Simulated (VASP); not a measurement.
## Cs2Be: single point with PBE

The system is Cs2Be.

```
CELL_PARAMETERS angstrom
0.00000 4.53879 4.53879
4.53879 0.00000 4.53879
4.53879 4.53879 0.00000
ATOMIC_POSITIONS crystal
Cs 0.25000 0.25000 0.25000
Cs 0.75000 0.75000 0.75000
Be 0.00000 0.00000 0.00000
```

```json
{
 "Program": "VASP 6.6.1",
 "Task": "single point",
 "Functional": "PBE",
 "Potentials or basis": "VASP PAW PBE potentials, release 64 (Cs_sv, Be)",
 "Cutoff": "520 eV",
 "k mesh": "10 × 10 × 10",
 "Occupations": "gaussian, width 0.1 eV",
 "Spin": "no spin polarisation",
 "Dipole correction": "no",
 "Further INCAR settings": "ALGO = Fast; EDIFF = 1e-06; NBANDS = 17"
}
```

```
Pressure               : 0.0 GPa
Band gap on the k mesh : zero (bands 10 and 11 overlap by 0.03 eV)
```

Levels at points of the mesh, in eV from the Fermi level:
```tsv
k point	band 7	band 8	band 9	band 10	band 11	band 12	band 13	band 14
(0.00, 0.00, 0.00)	-9.91	-9.91	-3.25	0.06	0.06	0.06	1.22	1.76
(0.50, 0.00, 0.00)	-10.06	-10.06	-2.70	-0.35	0.50	0.50	2.18	2.41
(0.50, 0.50, 0.00)	-9.87	-9.83	-2.60	-0.60	0.82	0.82	0.85	1.89
```

Wall time 4.7 min on 1 thread of Intel Xeon 8259CL (shared host), peak memory 0.36 GiB.

Caveat: spin-orbit coupling is left out, which moves the levels of the heavy elements.
